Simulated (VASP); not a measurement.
Set up this calculation in VASP 6.6.1, as the native input.

```
Task                   : single point
Functional             : PBE
Potentials or basis    : VASP PAW PBE potentials, release 64 (Ba_sv, Mg, H)
Cutoff                 : 520 eV
k mesh                 : 4 × 4 × 4
Occupations            : gaussian, width 0.1 eV
Spin                   : no spin polarisation
Dipole correction      : no
Further INCAR settings : ALGO = Normal; EDIFF = 1e-06; NBANDS = 18
```

The structure of BaMg3H3 lies in POSCAR:

```
BaMg3H3
1.0
    4.7800026200      0.0000000000      0.0000000000
    0.0000000000      4.7800026200      0.0000000000
    0.0000000000      0.0000000000      5.7246768200
Ba Mg H
1 3 3
Direct
    0.0000000000      0.0000000000      0.4261544800
    0.5000000000      0.0000000000      0.0270343200
    0.0000000000      0.5000000000      0.0270343200
    0.5000000000      0.5000000000      0.3811027500
    0.5000000000      0.5000000000      0.8039672200
    0.5000000000      0.0000000000      0.4589806300
    0.0000000000      0.5000000000      0.4589806300
```

These files were run (other wordings do the same):

INCAR

```
ALGO = Normal
EDIFF = 1E-6
ENCUT = 520
GGA = PE
ISIF = 2
ISMEAR = 0
LASPH = True
LCHARG = False
LREAL = False
LWAVE = False
NBANDS = 18
NELM = 80
PREC = Accurate
SIGMA = 0.1
```

KPOINTS

```
k-points
0
Gamma
  4 4 4
```

Potentials or basis: VASP PAW PBE potentials, release 64 (Ba_sv, Mg, H).

Command:

```bash
$ cat potpaw_PBE.64/Ba_sv/POTCAR potpaw_PBE.64/Mg/POTCAR potpaw_PBE.64/H/POTCAR > POTCAR
$ mpirun -np 1 vasp_std > vasp.out
```

Results of the run:

| Property | Result |
| --- | --- |
| Pressure | 2.1 GPa |
| Largest force | 1.446 eV/Å |

Caveat: forces of over 1 eV/Å act on the atoms, so gaps and moduli don't describe the material at rest.

It took 51 s on 1 thread of Oxide Virtual Turin-like Processor (shared host), peak memory 0.22 GiB.
